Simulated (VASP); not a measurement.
# GaSb: single point with LDA

GaSb:

```xyz
2
Lattice="0.0000 3.0077 3.0077 3.0077 0.0000 3.0077 3.0077 3.0077 0.0000" Properties=species:S:1:pos:R:3 pbc="T T T"
Ga    0.0000    0.0000    0.0000
Sb    4.5116    4.5116    4.5116
```

```
Program             : VASP 6.6.1
Task                : single point
Functional          : LDA
Potentials or basis : VASP PAW LDA potentials, release 64 (Ga_d, Sb)
Cutoff              : 520 eV
k mesh              : 12 × 12 × 12
Occupations         : fermi-dirac, width 0.15 eV
Spin                : no spin polarisation
```

| Item | Value |
| --- | --- |
| Pressure | 1.2 GPa |

Levels at points of the mesh, in eV from the Fermi level:
| k point | band 7 | band 8 | band 9 | band 10 | band 11 | band 12 |
| --- | --- | --- | --- | --- | --- | --- |
| (0.00, 0.00, 0.00) | -0.21 | -0.21 | -0.21 | 0.03 | 2.53 | 2.53 |
| (0.50, 0.00, 0.00) | -6.87 | -1.45 | -1.45 | 0.20 | 3.51 | 3.51 |
| (0.50, 0.50, 0.00) | -7.30 | -2.97 | -2.97 | 0.57 | 0.86 | 8.70 |

Wall time 46 s on 1 thread of Intel Xeon 8259CL, with other jobs on the host, peak memory 0.2 GiB.

Caveat: spin-orbit coupling is left out, which moves the levels of the heavy elements.
